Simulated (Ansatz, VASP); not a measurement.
Ba in VASP and in Ansatz

```
Ba
1.0
     6.43638    0.00000    0.00000
    -3.21819    5.57407    0.00000
     0.00000    0.00000    3.75302
Ba
2
Cartesian
  0.0000 3.7160 1.8765
  3.2182 1.8580 1.8765
```

Change from the starting cell: strain -0.080 along x and y, -0.040 along z, atoms carried along.

Alike in both runs: task single point; functional PBE; k mesh 9 × 9 × 12; occupations gaussian, width 0.15 eV; no spin polarisation.

|  | VASP | Ansatz |
| --- | --- | --- |
| version | VASP 6.6.1 | Ansatz 0.2.0 |
| potentials or method | VASP PAW PBE potentials, release 64 (Ba_sv), cutoff 520 eV | scalar-relativistic, plane waves, PAW |
| valence electrons in the cell | 20 | 20 |

|  | VASP | Ansatz | Ansatz less VASP |
| --- | --- | --- | --- |
| gap on the k mesh at the Fermi level (eV) | none | none | - |
| pressure (GPa) | 0.9 | 0.8 | -0.17 |
| traceless stress, the component that is largest in VASP (GPa) | -0.54 | -0.58 | -0.037 |

A gap of «none» marks a metal or a gap that the smearing closes.

Spin-orbit coupling is off throughout.
